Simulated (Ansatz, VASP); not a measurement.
**InSe in VASP and in Ansatz**

```
In Se
1.0
     2.01325    1.16235    8.37175
    -2.01325    1.16235    8.37175
     0.00000   -2.32470    8.37175
In Se
2 2
Cartesian
  0.0000 0.0000 0.0000
  0.0000 0.0000 2.8179
  0.0000 0.0000 15.4584
  0.0000 0.0000 20.8457
```

Change from the starting cell: volume scaled by 1.02.

Alike in both runs: task single point; functional PBE; k mesh 7 × 7 × 7; occupations fermi-dirac, width 0.01 eV; no spin polarisation.

|  | VASP | Ansatz |
| --- | --- | --- |
| version | VASP 6.6.1 | Ansatz 0.2.0 |
| potentials or method | VASP PAW PBE potentials, release 64 (In_d, Se), cutoff 520 eV | all-electron LAPW, scalar-relativistic |

```tsv
	VASP	Ansatz	Ansatz less VASP
gap on the k mesh at the Fermi level (eV)	0.69	0.70	+0.012
pressure (GPa)	1.8	1.8	-0.03
traceless stress, the component that is largest in VASP (GPa)	-0.42	-0.42	+0.002
rms of the force components (eV/Å)	0.064	0.057	-0.0065
```

Atom by atom the forces differ by 0.008 eV/Å (rms over components). Ansatz ran all-electron here, and VASP with PAW potentials.
